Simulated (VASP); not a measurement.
Set up this calculation in VASP 6.6.1, as the native input.

```yaml
Task: single point
Functional: LDA
Potentials_or_basis: VASP PAW LDA potentials, release 64 (Ta_sv_GW, N)
Cutoff: 700 eV
k_mesh: 8 × 8 × 6
Occupations: fermi-dirac, width 0.05 eV
Spin: no spin polarisation
Hubbard_terms: Ta d U = 8.0 eV
Dipole_correction: no
Further_INCAR_settings: ALGO = Normal; EDIFF = 1e-06; NBANDS = 26
```

The structure of TaN lies in POSCAR:

```
TaN
1.0
    4.1982076982      0.0000000000      0.0000000000
    0.0000000000      4.1982076982      0.0000000000
    0.0000000000      0.0000000000      3.3081971862
Ta N
2 2
Direct
    0.0000000000      0.0000000000      0.0000000000
    0.5000000000      0.5000000000      0.0000000000
    0.5000000000      0.0000000000      0.0000362350
    0.0000000000      0.5000000000      0.9999637650
```

These files were run (other wordings do the same):

INCAR

```
ALGO     = Normal         # electronic algorithm
EDIFF    = 1E-6           # SCF threshold, eV
ENCUT    = 700            # plane-wave cutoff, eV
GGA      = CA             # functional
GGA_COMPAT= F            
ISIF     = 2              # what is computed and relaxed
ISMEAR   = -1             # smearing method
LASPH    = T              # aspherical terms in the spheres
LCHARG   = F              # write CHGCAR
LDAU     = T              # DFT+U
LDAUJ    = 0 0          
LDAUL    = 2 -1           # shell
LDAUPRINT= 1            
LDAUTYPE = 2            
LDAUU    = 8 0            # U, eV
LMAXMIX  = 4              # l up to which the mixer works
LREAL    = F              # projectors in reciprocal space
LWAVE    = F              # write WAVECAR
NBANDS   = 26             # bands
NELM     = 200            # most SCF steps
PREC     = Accurate       # precision mode
SIGMA    = 0.05           # smearing width, eV
```

KPOINTS

```
k-points
0
Gamma
  8 8 6
```

Potentials or basis: VASP PAW LDA potentials, release 64 (Ta_sv_GW, N).

The run is started by

```sh
$ cat potpaw_LDA.64/Ta_sv_GW/POTCAR potpaw_LDA.64/N/POTCAR > POTCAR
$ mpirun -np 1 vasp_std > vasp.out
```

It gave:

- Pressure: 1.4 GPa
- Band gap on the k mesh: zero (bands 18 and 19 overlap by 3.09 eV)

Caveat: the stress differs along the axes, from -13 to 8 GPa; spin-orbit coupling is left out, which moves the levels of the heavy elements; U without spin polarisation on a metal has little footing.

It took 65 s on 1 thread of Intel(R) Xeon(R) 6975P-C (Granite Rapids), on a shared host, peak memory 0.25 GiB.
